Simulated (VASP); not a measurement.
**MnS: vibrations by perturbation theory with PBEsol**

The system is MnS.

```
Mn S
1.0
     0.00000    2.41763    2.41763
     2.41763    0.00000    2.41763
     2.41763    2.41763    0.00000
Mn S
1 1
Direct
  0.00000 0.00000 0.00000
  0.75000 0.75000 0.75000
```

```yaml
Program: VASP 6.6.1
Task: vibrations by perturbation theory
Functional: PBEsol
Potentials_or_basis: VASP PAW PBE potentials, release 64 (Mn_pv, S)
Cutoff: 520 eV
k_mesh: 16 × 16 × 16
Occupations: gaussian, width 0.2 eV
Spin: no spin polarisation
Dipole_correction: no
Further_INCAR_settings: ALGO = Normal; EDIFF = 1e-08; IBRION = 8; NSW = 1
```

* Highest phonon frequency at Γ, LO-TO splitting left out: 483 cm⁻¹

Phonon frequencies in cm⁻¹ (negative: imaginary):
| q point | frequencies |
| --- | --- |
| (0.000, 0.000, 0.000) | 0 0 0 483 483 483 |

Run time: 8 min on 1 thread of Intel(R) Xeon(R) 6975P-C (Granite Rapids), on a shared host, peak memory 0.58 GiB.

Caveat: the cell stands under pressure or tension, which shifts response properties; the run has no spin polarisation, though such a crystal can be magnetic. Spin polarisation is off, so any magnetic state and its effect on volume and gap are missing.
